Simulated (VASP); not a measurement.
The system is Sr2TeO.

```xyz
4
Lattice="4.2796 0.0000 0.0000 0.0000 4.2796 0.0000 0.0000 0.0000 6.2067" Properties=species:S:1:pos:R:3 pbc="T T T"
O     0.0000    0.0000    0.0000
Sr    0.0000    0.0000    3.1033
Sr    2.1398    2.1398    0.0000
Te    2.1398    2.1398    3.1033
```

This cell differs from its parent crystal: epitaxial xy strain -1.8%.

Base run:

* Program: VASP 6.6.1
* Functional: PBE
* Potentials or basis: VASP PAW PBE potentials, release 64 (O, Sr_sv, Te)
* Cutoff: 520 eV
* k mesh: 6 × 6 × 4
* Occupations: fermi-dirac, width 0.02 eV
* Spin: no spin polarisation

Its results: band gap on the k mesh 1.39 eV, direct; pressure 2.1 GPa.

Problem. The run is repeated on the same cell with these changes: functional from PBE to r2SCAN; occupations from fermi-dirac, width 0.02 eV to gaussian, width 0.01 eV. What comes out?

Solution. Band gap on the k mesh 1.78 eV, direct; pressure 1.6 GPa.

Caveats: spin-orbit coupling is left out, which moves the levels of the heavy elements; the PAW data sets were made with another functional, which shifts forces and pressure a little (some runs).

A k mesh can miss the band edges.
